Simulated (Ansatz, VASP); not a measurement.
**Sn in VASP and in Ansatz**

```
Sn
1.0
     0.00000    3.28321    3.28321
     3.28321    0.00000    3.28321
     3.28321    3.28321    0.00000
Sn
2
Direct
  0.00000 0.00000 0.00000
  0.25000 0.25000 0.25000
```

Alike in both runs: functional r2SCAN; k mesh 12 × 12 × 12; occupations gaussian, width 0.1 eV; no spin polarisation.

Ansatz relaxed the structure, and its values are those at the end. VASP's run is a single point on that final structure, the one shown.

```csv
,VASP,Ansatz
version,VASP 6.6.1,Ansatz 0.2.0
potentials or method,"VASP PAW PBE potentials, release 64 (Sn_d), cutoff 520 eV","scalar-relativistic, plane waves, PAW"
valence electrons in the cell,28,28
```

```csv
,VASP,Ansatz,Ansatz less VASP
gap on the k mesh at the Fermi level (eV),none,none,-
pressure (GPa),0.0,0.0,+0.05
```

VASP's potentials were made for PBE, not for r2SCAN. A gap of «none» marks a metal or a gap that the smearing closes. The functional is the same, so the differences come from potentials, cutoffs and numerics.
